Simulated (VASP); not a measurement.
# HfC (Fm-3m) in VASP: a series of runs, part 2 of 2

VASP 6.6.1. The steps go on from the part before.

### 6 Single point, r2SCAN

This run uses another cell than the first one, of 12.49 Å³/atom, 0.993 times its volume.

The input, POSCAR:

```
HfC
1.0
    0.0000000000      2.3203429225      2.3203429225
    2.3203429225      0.0000000000      2.3203429225
    2.3203429225      2.3203429225      0.0000000000
Hf C
1 1
Direct
    0.5000000000      0.5000000000      0.5000000000
    0.0000000000      0.0000000000      0.0000000000
```

The input, INCAR.step1:

```
ALGO = Normal
EDIFF = 1E-4
ENCUT = 520
GGA = PE
ISMEAR = -1
LASPH = T
LCHARG = F
LREAL = F
LWAVE = T
NBANDS = 14
NELM = 60
PREC = Accurate
SIGMA = 0.01
```

The input, INCAR.step2:

```
ALGO = Normal
EDIFF = 1E-6
ENCUT = 520
ISIF = 2
ISMEAR = -1
ISTART = 1
LASPH = T
LCHARG = F
LMIXTAU = T
LREAL = F
LWAVE = F
METAGGA = R2SCAN
NBANDS = 14
NELM = 60
PREC = Accurate
SIGMA = 0.01
```

The input, KPOINTS:

```
k-points
0
Gamma
  12 12 12
```

Potentials or basis: VASP PAW PBE potentials, release 64 (Hf_pv, C).

The run is started by

```console
$ cat potpaw_PBE.64/Hf_pv/POTCAR potpaw_PBE.64/C/POTCAR > POTCAR
$ cp INCAR.step1 INCAR
$ mpirun -np 1 vasp_std > vasp.out
$ cp INCAR.step2 INCAR
$ mpirun -np 1 vasp_std > vasp.out
```

OUTCAR:

```text
EDIFF = 1E-6
   ENCUT = 520
   ISIF = 2
   ISMEAR = -1
   ISTART = 1
   LASPH = T
   LREAL = F
   METAGGA = R2SCAN
   NELM = 60
   PREC = Accurate

 ion  position               nearest neighbor table
   1  0.500  0.500  0.500-   2 2.32   2 2.32   2 2.32   2 2.32   2 2.32   2 2.32
   2  0.000  0.000  0.000-   1 2.32   1 2.32   1 2.32   1 2.32   1 2.32   1 2.32

  LATTYP: Found a face centered cubic cell.
 ALAT       =     4.6406858450

  Lattice vectors:

[... 595 lines left out ...]

  FORCE on cell =-STRESS in cart. coord.  units (eV):
  Direction    XX          YY          ZZ          XY          YZ          ZX
  --------------------------------------------------------------------------------------
  -------------------------------------------------------------------------------------
  Total       -0.1654711     -0.1654711     -0.1654711      0.0000000      0.0000000      0.0000000
  in kB      -10.6107509    -10.6107509    -10.6107509      0.0000000      0.0000000      0.0000000
  external PRESSURE =     -10.6107509 kB  Pullay stress =       0.0000000 kB

 VOLUME and BASIS-vectors are now :
 -----------------------------------------------------------------------------
  energy-cutoff  :      520.00
  volume of cell :       24.99
      direct lattice vectors                 reciprocal lattice vectors
     0.000000000  2.320342923  2.320342923    -0.215485390  0.215485390  0.215485390
     2.320342923  0.000000000  2.320342923     0.215485390 -0.215485390  0.215485390
     2.320342923  2.320342923  0.000000000     0.215485390  0.215485390 -0.215485390

 POSITION                                       TOTAL-FORCE (eV/Angst)
 -----------------------------------------------------------------------------------
      2.32034      2.32034      2.32034        -0.000000     -0.000000     -0.000000
      0.00000      0.00000      0.00000         0.000000      0.000000      0.000000
 -----------------------------------------------------------------------------------
    total drift:                                0.000000     -0.000000      0.000000

  FREE ENERGIE OF THE ION-ELECTRON SYSTEM (eV)
  ---------------------------------------------------
  free  energy   TOTEN  =       -57.3416356534 eV

  energy  without entropy=      -57.3413729539  energy(sigma->0) =      -57.34150430
```

Wall time 39 s (1 thread of Intel Xeon Platinum 8559C (Emerald Rapids), shared host); peak memory 0.16 GiB.

What came out:

```
Free energy            : -57.3416 eV
Pressure               : -1.1 GPa
Band gap on the k mesh : zero (band 7 reaches 6.95 eV, above the bottom of band 8 at 5.52 eV)
```

Levels at points of the mesh, in eV from the Fermi level:
| k point | band 5 | band 6 | band 7 | band 8 | band 9 | band 10 |
| --- | --- | --- | --- | --- | --- | --- |
| (0.00, 0.00, 0.00) | 0.92 | 0.92 | 0.92 | 1.55 | 1.55 | 1.55 |
| (0.50, 0.00, 0.00) | -6.44 | -3.26 | -3.26 | 5.60 | 5.60 | 6.15 |
| (0.50, 0.50, 0.00) | -2.89 | -1.73 | -0.26 | -0.26 | 5.41 | 7.03 |

Caveat: the PAW data sets were made with another functional, which shifts forces and pressure a little; spin-orbit coupling is left out, which moves the levels of the heavy elements.

### 7 Single point, r2SCAN (volume scaled by 1.020)

The input, POSCAR:

```
HfC
1.0
    0.0000000000      2.3357098798      2.3357098798
    2.3357098798      0.0000000000      2.3357098798
    2.3357098798      2.3357098798      0.0000000000
Hf C
1 1
Direct
    0.5000000000      0.5000000000      0.5000000000
    0.0000000000      0.0000000000      0.0000000000
```

The input, INCAR.step1:

```
  PREC = Accurate
  ENCUT = 520
  ISMEAR = 0
  SIGMA = 0.05
  LREAL = F
  LASPH = T
  NELM = 100
  NBANDS = 14
  GGA = PE
  ALGO = Normal
  EDIFF = 1E-4
  LWAVE = T
  LCHARG = F
```

The input, INCAR.step2:

```
  PREC = Accurate
  ENCUT = 520
  EDIFF = 1E-6
  ISMEAR = 0
  SIGMA = 0.05
  LREAL = F
  LASPH = T
  NELM = 100
  ALGO = Normal
  ISIF = 2
  LWAVE = F
  LCHARG = F
  METAGGA = R2SCAN
  LMIXTAU = T
  NBANDS = 14
  ISTART = 1
```

The input, KPOINTS:

```
regular mesh
0
Gamma
  12 12 12
```

Potentials or basis: VASP PAW PBE potentials, release 64 (Hf_pv, C).

The run is started by

```console
$ cat potpaw_PBE.64/Hf_pv/POTCAR potpaw_PBE.64/C/POTCAR > POTCAR
$ cp INCAR.step1 INCAR
$ mpirun -np 1 vasp_std > vasp.out
$ cp INCAR.step2 INCAR
$ mpirun -np 1 vasp_std > vasp.out
```

OUTCAR:

```text
PREC = Accurate
   ENCUT = 520
   EDIFF = 1E-6
   ISMEAR = 0
   LREAL = F
   LASPH = T
   NELM = 100
   ISIF = 2
   METAGGA = R2SCAN
   ISTART = 1

 ion  position               nearest neighbor table
   1  0.500  0.500  0.500-   2 2.34   2 2.34   2 2.34   2 2.34   2 2.34   2 2.34
   2  0.000  0.000  0.000-   1 2.34   1 2.34   1 2.34   1 2.34   1 2.34   1 2.34

  LATTYP: Found a face centered cubic cell.
 ALAT       =     4.6714197596

  Lattice vectors:

 A1 = (   0.0000000000,   2.3357098798,   2.3357098798)
 A2 = (   2.3357098798,   0.0000000000,   2.3357098798)
 A3 = (   2.3357098798,   2.3357098798,   0.0000000000)

Analysis of symmetry for initial positions (statically):
=====================================================================
 Subroutine PRICEL returns:
 Original cell was already a primitive cell.

 Routine SETGRP: Setting up the symmetry group for a
 face centered cubic supercell.

 Subroutine GETGRP returns: Found 48 space group operations
 (whereof 48 operations were pure point group operations)
 out of a pool of 48 trial point group operations.

The static configuration has the point symmetry O_h .

Analysis of symmetry for dynamics (positions and initial velocities):
=====================================================================
 Subroutine PRICEL returns:
 Original cell was already a primitive cell.

 Routine SETGRP: Setting up the symmetry group for a
 face centered cubic supercell.

 Subroutine GETGRP returns: Found 48 space group operations
 (whereof 48 operations were pure point group operations)
 out of a pool of 48 trial point group operations.

The dynamic configuration has the point symmetry O_h .

 Subroutine INISYM returns: Found 48 space group operations
 (whereof 48 operations are pure point group operations),
 and found     1 'primitive' translations

----------------------------------------------------------------------------------------

[... 121 lines left out ...]
   LEPSILON=     F    determine dielectric tensor
   LRPA    =     F    only Hartree local field effects (RPA)
 non-spin polarized calculation
 Gauss-broadening in eV      SIGMA  =   0.05
  energy-cutoff  :      520.00
  volume of cell :       25.49
 maximum number of plane-waves:       701
 NGX is ok and might be reduce to    28

 number of electron      14.0000001 magnetization

 Free energy of the ion-electron system (eV)
  ---------------------------------------------------
  ext. energy  EPLUGINS =         0.00000000
  ---------------------------------------------------
  free energy    TOTEN  =       -57.33143500 eV

  energy without entropy =      -57.33089935  energy(sigma->0) =      -57.33116717

 E-fermi :   5.8607     XC(G=0): -13.0267

 val. band max:        5.7310888362   @ k =   0.0833   0.0000   0.0000
 cond. band min:       5.8795052272   @ k =   0.5000   0.4167   0.0000
 fundamental gap:      0.1484163910
 Fermi energy:         5.8607476047

 k-point     1 :       0.0000    0.0000    0.0000
  band No.  band energies     occupation
      1     -25.0329      2.00000
      2     -25.0329      2.00000
      3     -25.0329      2.00000
      4      -7.1744      2.00000
      5       6.7861      0.00000
      6       6.7861      0.00000
      7       6.7861      0.00000
      8       7.4175      0.00000
      9       7.4175      0.00000
     10       7.4175      0.00000
     11       9.2871      0.00000
     12       9.2871      0.00000
     13      13.0854      0.00000
     14      17.5151      0.00000
[... 377 lines left out ...]
      1     -25.6179      2.00000
      2     -25.2141      2.00000
      3     -25.1202      2.00000
      4      -3.8989      2.00000
      5       0.2481      2.00000
      6       2.8769      2.00000
      7       2.9743      2.00000
      8      10.2802      0.00000
      9      11.0662      0.00000
     10      11.3175      0.00000
     11      14.7178      0.00000
     12      16.1722      0.00000
     13      16.9730      0.00000
     14      18.4488      0.00000

 [... further k-points ...]

------------------------ aborting loop because EDIFF is reached ----------------------------------------

  FORCE on cell =-STRESS in cart. coord.  units (eV):
  Direction    XX          YY          ZZ          XY          YZ          ZX
  --------------------------------------------------------------------------------------
  -------------------------------------------------------------------------------------
  Total       -0.9210686     -0.9210686     -0.9210686      0.0000000      0.0000000     -0.0000000
  in kB      -57.9049747    -57.9049747    -57.9049747      0.0000000      0.0000000     -0.0000000
  external PRESSURE =     -57.9049747 kB  Pullay stress =       0.0000000 kB

 VOLUME and BASIS-vectors are now :
 -----------------------------------------------------------------------------
  energy-cutoff  :      520.00
  volume of cell :       25.49
      direct lattice vectors                 reciprocal lattice vectors
     0.000000000  2.335709880  2.335709880    -0.214067682  0.214067682  0.214067682
     2.335709880  0.000000000  2.335709880     0.214067682 -0.214067682  0.214067682
     2.335709880  2.335709880  0.000000000     0.214067682  0.214067682 -0.214067682

 POSITION                                       TOTAL-FORCE (eV/Angst)
 -----------------------------------------------------------------------------------
      2.33571      2.33571      2.33571        -0.000000     -0.000000     -0.000000
      0.00000      0.00000      0.00000         0.000000      0.000000      0.000000
 -----------------------------------------------------------------------------------
    total drift:                                0.000000      0.000000      0.000000

  FREE ENERGIE OF THE ION-ELECTRON SYSTEM (eV)
  ---------------------------------------------------
  free  energy   TOTEN  =       -57.3314349950 eV

  energy  without entropy=      -57.3308993466  energy(sigma->0) =      -57.33116717
```

OUTCAR.step1:

```text
PREC = Accurate
   ENCUT = 520
   ISMEAR = 0
   LREAL = F
   LASPH = T
[... 629 lines left out ...]
 -----------------------------------------------------------------------------------
      2.33571      2.33571      2.33571         0.000000      0.000000     -0.000000
      0.00000      0.00000      0.00000        -0.000000     -0.000000      0.000000
 -----------------------------------------------------------------------------------
    total drift:                                0.000000      0.000000      0.000000

  FREE ENERGIE OF THE ION-ELECTRON SYSTEM (eV)
  ---------------------------------------------------
  free  energy   TOTEN  =       -21.0416991450 eV

  energy  without entropy=      -21.0411363514  energy(sigma->0) =      -21.04141775
```

Wall time 77 s (1 thread of Intel Xeon Platinum 8559C (Emerald Rapids), shared host); peak memory 0.18 GiB.

What came out:

- Free energy: -57.3314 eV
- Pressure: -5.8 GPa
- Band gap on the k mesh: zero (band 7 reaches 6.79 eV, above the bottom of band 8 at 5.36 eV)

Levels at points of the mesh, in eV from the Fermi level:
```
           k point  band 5  band 6  band 7  band 8  band 9  band 10
(0.00, 0.00, 0.00)    0.93    0.93    0.93    1.56    1.56     1.56
(0.50, 0.00, 0.00)   -6.33   -3.17   -3.17    5.50    5.50     6.04
(0.50, 0.50, 0.00)   -2.89   -1.64   -0.26   -0.26    5.31     6.88
```

Caveat: the cell differs from its parent crystal (volume scaled by 1.020); the PAW data sets were made with another functional, which shifts forces and pressure a little; spin-orbit coupling is left out, which moves the levels of the heavy elements.

### 8 The runs side by side

| cell | smearing | gap on the mesh (eV) | pressure (GPa) |
| --- | --- | --- | --- |
| a = 3.289 Å, angles 60.0°, 2 atoms | gaussian 0.05 eV | none | -2.8 |
| a = 3.281 Å, angles 60.0°, 2 atoms | gaussian 0.05 eV | none | -1.1 |
| a = 3.281 Å, angles 60.0°, 2 atoms | tetrahedron | none | -1.0 |
| a = 3.281 Å, angles 60.0°, 2 atoms | fermi-dirac 0.01 eV | none | -1.1 |
| a = 3.303 Å, angles 60.0°, 2 atoms | gaussian 0.05 eV | none | -5.8 |

Alike in all rows: task single point; level r2SCAN; potentials or basis VASP PAW PBE potentials, release 64 (Hf_pv, C); no spin polarisation; k mesh 12 × 12 × 12; cutoff (eV) 520.

Caveats: the PAW data sets were made with another functional, which shifts forces and pressure a little; spin-orbit coupling is left out, which moves the levels of the heavy elements.

Total energies depend on the potentials used, so only differences within one code and one set of settings carry meaning.
